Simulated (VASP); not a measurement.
A run of VASP 6.6.1 is set up as follows.

INCAR

```
PREC     = Accurate       # precision mode
ENCUT    = 600            # plane-wave cutoff, eV
EDIFF    = 1E-6           # SCF threshold, eV
ISMEAR   = 0              # smearing method
SIGMA    = 0.1            # smearing width, eV
LREAL    = False          # projectors in reciprocal space
LASPH    = True           # aspherical terms in the spheres
NELM     = 100            # most SCF steps
ALGO     = Normal         # electronic algorithm
ISIF     = 3              # what is computed and relaxed
LWAVE    = False          # write WAVECAR
LCHARG   = False          # write CHGCAR
GGA      = PE             # functional
IBRION   = 2              # ionic algorithm
NSW      = 100            # ionic steps
EDIFFG   = -0.01          # ionic threshold
```

Contents of KPOINTS:

```
regular mesh
0
Gamma
  18 18 6
```

POSCAR

```
Ti2BN3
1.0
    2.8438024776      0.0000000000      0.0000000000
   -1.4219012388      2.4628051890      0.0000000000
    0.0000000000      0.0000000000      7.1201175285
Ti B N
2 1 3
Direct
    0.3333333333      0.6666666667      0.6698729144
    0.6666666667      0.3333333333      0.3301270856
    0.0000000000      0.0000000000      0.0000000000
    0.0000000000      0.0000000000      0.5000000000
    0.3333333333      0.6666666667      0.1348217318
    0.6666666667      0.3333333333      0.8651782682
```

Potentials or basis: VASP PAW PBE potentials, release 64 (Ti_sv, B, N).

Run with:

```bash
$ cat potpaw_PBE.64/Ti_sv/POTCAR potpaw_PBE.64/B/POTCAR potpaw_PBE.64/N/POTCAR > POTCAR
$ mpirun -np 1 vasp_std > vasp.out
```

(1) Estimate the relaxed volume.

(2) Estimate the relaxed cell.

Answers

(1) 8.31 Å³/atom.

(2) a = 2.841 Å, b = 2.841 Å, c = 7.137 Å, α = 90.00°, β = 90.00°, γ = 120.00°.
